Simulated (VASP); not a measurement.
# Pb (Fm-3m) in VASP: notebook, part 2 of 2

VASP 6.6.1. The steps go on from the part before.

## (4) Single point, PBE

The input, INCAR:

```
PREC = Accurate
ENCUT = 520
EDIFF = 1E-7
ISMEAR = -1
SIGMA = 0.02
LREAL = False
LASPH = True
NELM = 100
ALGO = Normal
ISIF = 2
LWAVE = False
LCHARG = True
GGA = PE
LELF = True
LVHAR = True
NBANDS = 13
```

The input, KPOINTS:

```
regular mesh
0
Gamma
  4 4 4
```

The input, POSCAR:

```
Pb
1.0
    0.0000000000      2.4750200000      2.4750200000
    2.4750200000      0.0000000000      2.4750200000
    2.4750200000      2.4750200000      0.0000000000
Pb
1
Direct
    0.0000000000      0.0000000000      0.0000000000
```

Potentials or basis: VASP PAW PBE potentials, release 64 (Pb_d).

Started as:

```
> cat potpaw_PBE.64/Pb_d/POTCAR > POTCAR
> mpirun -np 1 vasp_std > vasp.out
```

OUTCAR:

```text
PREC = Accurate
   ENCUT = 520
   EDIFF = 1E-7
   ISMEAR = -1
   LREAL = False
   LASPH = True
   NELM = 100
   ISIF = 2
   GGA = PE

 ion  position               nearest neighbor table
   1  0.000  0.000  0.000-

  LATTYP: Found a face centered cubic cell.
 ALAT       =     4.9500400000

  Lattice vectors:

 A1 = (   0.0000000000,   2.4750200000,   2.4750200000)
 A2 = (   2.4750200000,   0.0000000000,   2.4750200000)
 A3 = (   2.4750200000,   2.4750200000,   0.0000000000)

Analysis of symmetry for initial positions (statically):
=====================================================================
 Subroutine PRICEL returns:
 Original cell was already a primitive cell.

 Routine SETGRP: Setting up the symmetry group for a
 face centered cubic supercell.

 Subroutine GETGRP returns: Found 48 space group operations
 (whereof 48 operations were pure point group operations)
 out of a pool of 48 trial point group operations.

The static configuration has the point symmetry O_h .

Analysis of symmetry for dynamics (positions and initial velocities):
=====================================================================
 Subroutine PRICEL returns:
 Original cell was already a primitive cell.

 Routine SETGRP: Setting up the symmetry group for a
 face centered cubic supercell.

 Subroutine GETGRP returns: Found 48 space group operations
 (whereof 48 operations were pure point group operations)
 out of a pool of 48 trial point group operations.

The dynamic configuration has the point symmetry O_h .

 Subroutine INISYM returns: Found 48 space group operations
 (whereof 48 operations are pure point group operations),
 and found     1 'primitive' translations

----------------------------------------------------------------------------------------

                                     Primitive cell

  volume of cell :      30.3226

[... 94 lines left out ...]
   GGA     = PE    functional components
   LHFCALC =     F    Hartree Fock is set to
   AEXX    =    0.0000 exact exchange contribution
   IVDW    =     0    specifies the selected vdW correction
   LEPSILON=     F    determine dielectric tensor
   LRPA    =     F    only Hartree local field effects (RPA)
 non-spin polarized calculation
  energy-cutoff  :      520.00
  volume of cell :       30.32
 maximum number of plane-waves:       869
 NGX is ok and might be reduce to    28
   NGX = 13   NGY = 13   NGZ = 13

 number of electron      13.9999999 magnetization

 Free energy of the ion-electron system (eV)
  ---------------------------------------------------
  ext. energy  EPLUGINS =         0.00000000
  ---------------------------------------------------
  free energy    TOTEN  =        -3.38424532 eV

  energy without entropy =       -3.38001596  energy(sigma->0) =       -3.38213064

 E-fermi :   7.6939     XC(G=0): -10.1996

 val. band max:        7.5323392131   @ k =  -0.2500   0.5000   0.2500
 cond. band min:       7.7158460358   @ k =  -0.2500   0.2500   0.0000
 fundamental gap:      0.1835068227
 Fermi energy:         7.6938903314

 k-point     1 :       0.0000    0.0000    0.0000
  band No.  band energies     occupation
      1      -9.8414      2.00000
      2      -9.8414      2.00000
      3      -9.8414      2.00000
      4      -9.6946      2.00000
      5      -9.6946      2.00000
      6      -4.4925      2.00000
      7      14.6819      0.00000
      8      14.6819      0.00000
      9      14.6819      0.00000
     10      17.0395      0.00000
     11      18.5910      0.00000
     12      19.7513      0.00000
     13      19.7513      0.00000
[... 98 lines left out ...]
  band No.  band energies     occupation
      1      -9.8212      2.00000
      2      -9.7811      2.00000
      3      -9.7811      2.00000
      4      -9.6476      2.00000
      5      -9.5335      2.00000
      6       0.6422      2.00000
      7       5.8960      2.00000
      8       5.8960      2.00000
      9       7.5323      1.99938
     10      18.1213      0.00000
     11      19.4372      0.00000
     12      19.4372      0.00000
     13      20.0916      0.00000

------------------------ aborting loop because EDIFF is reached ----------------------------------------

  FORCE on cell =-STRESS in cart. coord.  units (eV):
  Direction    XX          YY          ZZ          XY          YZ          ZX
  --------------------------------------------------------------------------------------
  -------------------------------------------------------------------------------------
  Total        0.3368922      0.3368922      0.3368922     -0.0000000      0.0000000     -0.0000000
  in kB       17.8006301     17.8006301     17.8006301     -0.0000000      0.0000000     -0.0000000
  external PRESSURE =      17.8006301 kB  Pullay stress =       0.0000000 kB

 VOLUME and BASIS-vectors are now :
 -----------------------------------------------------------------------------
  energy-cutoff  :      520.00
  volume of cell :       30.32
      direct lattice vectors                 reciprocal lattice vectors
     0.000000000  2.475020000  2.475020000    -0.202018570  0.202018570  0.202018570
     2.475020000  0.000000000  2.475020000     0.202018570 -0.202018570  0.202018570
     2.475020000  2.475020000  0.000000000     0.202018570  0.202018570 -0.202018570

 POSITION                                       TOTAL-FORCE (eV/Angst)
 -----------------------------------------------------------------------------------
      0.00000      0.00000      0.00000        -0.000000      0.000000     -0.000000
 -----------------------------------------------------------------------------------
    total drift:                               -0.000000     -0.000000     -0.000000

  FREE ENERGIE OF THE ION-ELECTRON SYSTEM (eV)
  ---------------------------------------------------
  free  energy   TOTEN  =        -3.3842453200 eV

  energy  without entropy=       -3.3800159571  energy(sigma->0) =       -3.38213064
```

stdout:

```text
POSCAR found type information on POSCAR Pb
 POSCAR found :  1 types and       1 ions
 scaLAPACK will be used
 LDA part: xc-table for (Slater+PW92), standard interpolation
 POSCAR, INCAR and KPOINTS ok, starting setup
 FFT: planning ... GRIDC
 FFT: planning ... GRID_SOFT
 FFT: planning ... GRID
 WAVECAR not read
 entering main loop
```

It took 6.2 s on 1 thread of Intel Xeon Platinum 8488C (Sapphire Rapids), shared host; peak memory 0.15 GiB.

Results:

| Property | Result |
| --- | --- |
| Free energy | -3.3842 eV |
| Pressure | 1.8 GPa |
| Band gap on the k mesh | zero (band 7 reaches 14.68 eV, above the bottom of band 8 at 5.90 eV) |

Caveat: the k points lie up to 0.55 Å⁻¹ apart; spin-orbit coupling is left out, which moves the levels of the heavy elements.

## (5) Single point, PBE

The input, INCAR:

```
SYSTEM = Pb
PREC = Accurate
ENCUT = 520
EDIFF = 1E-7
ISMEAR = 0
SIGMA = 0.016
LREAL = .False.
LASPH = .True.
NELM = 100
ALGO = Normal
ISIF = 2
LWAVE = .False.
LCHARG = .False.
GGA = PE
NBANDS = 13
```

The input, KPOINTS:

```
Automatic mesh
0
Gamma
  9 9 9
  0 0 0
```

POSCAR is that of step 4.

Potentials or basis: VASP PAW PBE potentials, release 64 (Pb_d).

Started as:

```
> cat potpaw_PBE.64/Pb_d/POTCAR > POTCAR
> mpirun -np 1 vasp_std > vasp.out
```

OUTCAR:

```text
SYSTEM = Pb
   PREC = Accurate
   ENCUT = 520
   EDIFF = 1E-7
   ISMEAR = 0
   LREAL = .False.
   LASPH = .True.
   NELM = 100
   ISIF = 2
   GGA = PE

 ion  position               nearest neighbor table
   1  0.000  0.000  0.000-

  LATTYP: Found a face centered cubic cell.
 ALAT       =     4.9500400000

  Lattice vectors:

 A1 = (   0.0000000000,   2.4750200000,   2.4750200000)
 A2 = (   2.4750200000,   0.0000000000,   2.4750200000)
 A3 = (   2.4750200000,   2.4750200000,   0.0000000000)

Analysis of symmetry for initial positions (statically):
[... 5 lines left out ...]
 face centered cubic supercell.

 Subroutine GETGRP returns: Found 48 space group operations
 (whereof 48 operations were pure point group operations)
 out of a pool of 48 trial point group operations.

The static configuration has the point symmetry O_h .

Analysis of symmetry for dynamics (positions and initial velocities):
[... 5 lines left out ...]
 face centered cubic supercell.

 Subroutine GETGRP returns: Found 48 space group operations
 (whereof 48 operations were pure point group operations)
 out of a pool of 48 trial point group operations.

The dynamic configuration has the point symmetry O_h .

 Subroutine INISYM returns: Found 48 space group operations
 (whereof 48 operations are pure point group operations),
 and found     1 'primitive' translations

----------------------------------------------------------------------------------------

                                     Primitive cell

  volume of cell :      30.3226

  direct lattice vectors                    reciprocal lattice vectors
     0.000000000  2.475020000  2.475020000    -0.202018570  0.202018570  0.202018570
     2.475020000  0.000000000  2.475020000     0.202018570 -0.202018570  0.202018570
     2.475020000  2.475020000  0.000000000     0.202018570  0.202018570 -0.202018570

  length of vectors
     3.500206851  3.500206851  3.500206851     0.349906427  0.349906427  0.349906427

  position of ions in fractional coordinates (direct lattice)
     0.000000000  0.000000000  0.000000000

  ion indices of the primitive-cell ions
   primitive index   ion index
[... 95 lines left out ...]
  Fermi-wavevector in a.u.,A,eV,Ry     =   1.265306  2.391081 21.782907  1.600999
  Thomas-Fermi vector in A             =   2.398566
   LORBIT       =      0    0 simple, 1 ext, 2 COOP (PROOUT), +10 PAW based schemes
   GGA     = PE    functional components
   LHFCALC =     F    Hartree Fock is set to
   AEXX    =    0.0000 exact exchange contribution
   IVDW    =     0    specifies the selected vdW correction
   LEPSILON=     F    determine dielectric tensor
   LRPA    =     F    only Hartree local field effects (RPA)
 non-spin polarized calculation
 Gauss-broadening in eV      SIGMA  =   0.02
  energy-cutoff  :      520.00
  volume of cell :       30.32
 maximum number of plane-waves:       869
 NGX is ok and might be reduce to    28
   NGX = 13   NGY = 13   NGZ = 13

 number of electron      13.9999999 magnetization

 Free energy of the ion-electron system (eV)
  ---------------------------------------------------
  ext. energy  EPLUGINS =         0.00000000
  ---------------------------------------------------
  free energy    TOTEN  =        -3.56815966 eV

  energy without entropy =       -3.56786410  energy(sigma->0) =       -3.56801188

 E-fermi :   7.1452     XC(G=0): -10.1860

 val. band max:        6.9152882865   @ k =  -0.3333   0.3333   0.1111
 cond. band min:       7.1463425707   @ k =  -0.2222   0.3333   0.1111
 fundamental gap:      0.2310542842
 Fermi energy:         7.1451587783

 k-point     1 :       0.0000    0.0000    0.0000
  band No.  band energies     occupation
      1      -9.7945      2.00000
      2      -9.7945      2.00000
      3      -9.7945      2.00000
      4      -9.6544      2.00000
      5      -9.6544      2.00000
      6      -4.4738      2.00000
      7      14.6989      0.00000
      8      14.6989      0.00000
      9      14.6989      0.00000
     10      17.0445      0.00000
     11      18.6199      0.00000
     12      19.7651      0.00000
     13      19.7651      0.00000
[... 354 lines left out ...]
  band No.  band energies     occupation
      1      -9.9528      2.00000
      2      -9.8610      2.00000
      3      -9.5346      2.00000
      4      -9.4958      2.00000
      5      -9.4958      2.00000
      6       0.1218      2.00000
      7       4.5682      2.00000
      8       9.4311      0.00000
      9       9.4311      0.00000
     10      12.7575      0.00000
     11      13.9743      0.00000
     12      25.5437      0.00000
     13      27.2380      0.00000

 [... further k-points ...]
[... 5 lines left out ...]
  --------------------------------------------------------------------------------------
  -------------------------------------------------------------------------------------
  Total        0.4125549      0.4125549      0.4125549      0.0000000      0.0000000      0.0000000
  in kB       21.7984806     21.7984806     21.7984806      0.0000000      0.0000000      0.0000000
  external PRESSURE =      21.7984806 kB  Pullay stress =       0.0000000 kB

 VOLUME and BASIS-vectors are now :
 -----------------------------------------------------------------------------
  energy-cutoff  :      520.00
  volume of cell :       30.32
      direct lattice vectors                 reciprocal lattice vectors
     0.000000000  2.475020000  2.475020000    -0.202018570  0.202018570  0.202018570
     2.475020000  0.000000000  2.475020000     0.202018570 -0.202018570  0.202018570
     2.475020000  2.475020000  0.000000000     0.202018570  0.202018570 -0.202018570

 POSITION                                       TOTAL-FORCE (eV/Angst)
 -----------------------------------------------------------------------------------
      0.00000      0.00000      0.00000        -0.000000      0.000000     -0.000000
 -----------------------------------------------------------------------------------
    total drift:                               -0.000000     -0.000000     -0.000000

  FREE ENERGIE OF THE ION-ELECTRON SYSTEM (eV)
  ---------------------------------------------------
  free  energy   TOTEN  =        -3.5681596606 eV

  energy  without entropy=       -3.5678640967  energy(sigma->0) =       -3.56801188
```

stdout:

```text
POSCAR found type information on POSCAR Pb
 POSCAR found :  1 types and       1 ions
 scaLAPACK will be used
 LDA part: xc-table for (Slater+PW92), standard interpolation
 POSCAR, INCAR and KPOINTS ok, starting setup
 FFT: planning ... GRIDC
 FFT: planning ... GRID_SOFT
 FFT: planning ... GRID
 WAVECAR not read
 entering main loop
```

Run time: 6.1 s. Hardware: 1 thread of Intel Xeon 6975P-C (Granite Rapids), shared host; peak memory 0.16 GiB.

What came out:

```
Free energy            : -3.5682 eV
Pressure               : 2.2 GPa
Band gap on the k mesh : zero (band 7 reaches 14.70 eV, above the bottom of band 8 at 5.74 eV)
```

Levels at points of the mesh, in eV from the Fermi level:
```
           k point  band 4  band 5  band 6  band 7  band 8  band 9  band 10  band 11
(0.00, 0.00, 0.00)  -16.80  -16.80  -11.62    7.55    7.55    7.55     9.90    11.47
```

Caveat: spin-orbit coupling is left out, which moves the levels of the heavy elements.

## (6) Summary

```tsv
task	level	spin	cell	k mesh	cutoff (eV)	smearing	gap on the mesh (eV)	pressure (GPa)
relaxation of cell and atoms	PBEsol	off	relaxed	9 × 9 × 9	600	fermi-dirac 0.05 eV	none	0.0
single point	PBEsol	non-collinear, zero start, SOC	as given	7 × 7 × 7	520	fermi-dirac 0.05 eV	-	-0.2
single point	PBE	off	as given	4 × 4 × 4	520	fermi-dirac 0.02 eV	none	1.8
single point	PBE	off	as given	9 × 9 × 9	520	gaussian 0.016 eV	none	2.2
```

Alike in all rows: potentials or basis VASP PAW PBE potentials, release 64 (Pb_d).

Caveats: some runs use coarse meshes; spin-orbit coupling is left out, which moves the levels of the heavy elements (some runs); the PAW data sets were made with another functional, which shifts forces and pressure a little (some runs).

Absolute energies hang on the potentials; compare differences alone.

## (7) How close it comes

Step 2. The cell as given is a measured one (30.32 Å³/atom); PBEsol puts the equilibrium volume -1.3 % from it, thermal expansion not counted.
